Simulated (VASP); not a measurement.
AlNi:

```
Ni Al
1.0
     1.93869   -1.95319    0.00000
     1.93869    1.95319    0.00000
     0.00000    0.00000    3.09943
Ni Al
1 1
Direct
  0.50000 0.50000 0.50000
  0.00000 0.00000 0.00000
```

Base run:

```yaml
Program: VASP 6.6.1
Functional: PBEsol
Potentials_or_basis: VASP PAW PBE potentials, release 64 (Ni, Al)
Cutoff: 520 eV
k_mesh: 10 × 10 × 9
Occupations: fermi-dirac, width 0.05 eV
Spin: collinear spin, ferromagnetic start
Starting_moments: "[1.0, 0.0] μB"
```

Its results: pressure 1.0 GPa; net moment 0.00 μB per cell.

Question: The run is repeated on the same cell with these changes: further incar settings from ALGO = Normal; EDIFF = 1e-06; NBANDS = 18 to ALGO = Normal; EDIFF = 1e-07; NBANDS = 18. What comes out?

Answer: Pressure 0.6 GPa; net moment 0.00 μB per cell.

Caveats: the PAW data sets were made with another functional, which shifts forces and pressure a little.
